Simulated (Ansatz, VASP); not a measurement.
## Two plane-wave programs on BN

```
B N
1.0
     2.34962    0.00000    0.00000
    -1.17481    2.03483    0.00000
     0.00000    0.00000    4.56500
B N
2 2
Direct
  0.66667 0.33333 0.99972
  0.33333 0.66667 0.49972
  0.66667 0.33333 0.62528
  0.33333 0.66667 0.12528
```

Change from the starting cell: strain -0.080 along x and y, +0.080 along z, atoms carried along.

Alike in both runs: task single point; functional r2SCAN; k mesh 12 × 12 × 6; occupations gaussian, width 0.05 eV; no spin polarisation.

```csv
,VASP,Ansatz
version,VASP 6.6.1,Ansatz 0.2.0
potentials or method,"VASP PAW PBE potentials, release 64 (B, N), cutoff 520 eV","scalar-relativistic, plane waves, PAW"
valence electrons in the cell,16,16
```

|  | VASP | Ansatz | Ansatz less VASP |
| --- | --- | --- | --- |
| gap on the k mesh at the Fermi level (eV) | 4.06 | 4.07 | +0.009 |
| least direct gap on the mesh (eV) | 4.06 | 4.07 | +0.009 |
| pressure (GPa) | 50.0 | 48.6 | -1.41 |
| traceless stress, the component that is largest in VASP (GPa) | -119.92 | -119.34 | +0.588 |
| rms of the force components (eV/Å) | 0.235 | 0.263 | +0.0276 |

VASP's potentials were made for PBE, not for r2SCAN. Atom by atom the forces differ by 0.028 eV/Å (rms over components). Both programs put the cell under a high pressure, so it lies far from rest at this level.
